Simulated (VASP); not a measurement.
Write the native input for VASP 6.6.1 that does the following.

| Item | Value |
| --- | --- |
| Task | single point |
| Functional | PBE |
| Potentials or basis | VASP PAW PBE potentials, release 64 (Cr_pv) |
| Cutoff | 520 eV |
| k mesh | 6 × 6 × 6 |
| Occupations | gaussian, width 0.1 eV |
| Spin | no spin polarisation |
| Dipole correction | no |
| Further INCAR settings | ALGO = Fast; EDIFF = 1e-06; NBANDS = 19 |

The structure of Cr lies in POSCAR:

```
Cr
1.0
    0.0000000000      2.5469361536      2.5469361536
    2.5469361536      0.0000000000      2.5469361536
    2.5469361536      2.5469361536      0.0000000000
Cr
2
Direct
    0.5000000000      0.5000000000      0.5000000000
    0.7500000000      0.7500000000      0.7500000000
```

These files were run (other wordings do the same):

INCAR

```
ALGO = Fast ; EDIFF = 1E-6
ENCUT = 520 ; GGA = PE
ISIF = 2 ; ISMEAR = 0
LASPH = T ; LCHARG = F
LREAL = F ; LWAVE = F
NBANDS = 19 ; NELM = 80
PREC = Accurate ; SIGMA = 0.1
```

KPOINTS

```
k-points
0
Gamma
  6 6 6
```

Potentials or basis: VASP PAW PBE potentials, release 64 (Cr_pv).

Command:

```console
$ cat potpaw_PBE.64/Cr_pv/POTCAR > POTCAR
$ mpirun -np 1 vasp_std > vasp.out
```

It gave:

```
Pressure               : 0.5 GPa
Band gap on the k mesh : zero (band 12 reaches 6.51 eV, above the bottom of band 13 at 6.03 eV)
```

Caveat: the run has no spin polarisation, though such a crystal can be magnetic.

Wall time 16 s on 1 thread of Intel(R) Xeon(R) Platinum 8488C (Sapphire Rapids) (shared host), peak memory 0.14 GiB.
